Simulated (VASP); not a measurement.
Na: single point with LDA

Crystal: Na.

```xyz
1
Lattice="-2.1106 2.1106 2.1106 2.1106 -2.1106 2.1106 2.1106 2.1106 -2.1106" Properties=species:S:1:pos:R:3 pbc="T T T"
Na    0.0000    0.0000    0.0000
```

```
Program                : VASP 6.6.1
Task                   : single point
Functional             : LDA
Potentials or basis    : VASP PAW LDA potentials, release 64 (Na_pv)
Cutoff                 : 520 eV
k mesh                 : 14 × 14 × 14
Occupations            : gaussian, width 0.05 eV
Spin                   : no spin polarisation
Dipole correction      : no
Further INCAR settings : ALGO = Normal; EDIFF = 1e-06; NBANDS = 10
```

The pressure is -0.9 GPa.

Levels at points of the mesh, in eV from the Fermi level:
```csv
k point,band 1,band 2,band 3,band 4,band 5,band 6,band 7,band 8
"(0.00, 0.00, 0.00)",-24.92,-24.92,-24.92,-3.21,11.59,11.59,11.59,12.68
"(0.50, 0.00, 0.00)",-24.95,-24.93,-24.92,0.81,1.20,8.18,8.96,9.21
"(0.50, 0.50, 0.50)",-24.94,-24.94,-24.94,4.60,4.60,4.84,4.84,4.84
```

Run time: 17 s on 1 thread of AMD EPYC 9R45 (Zen 5) (shared host), peak memory 0.12 GiB.
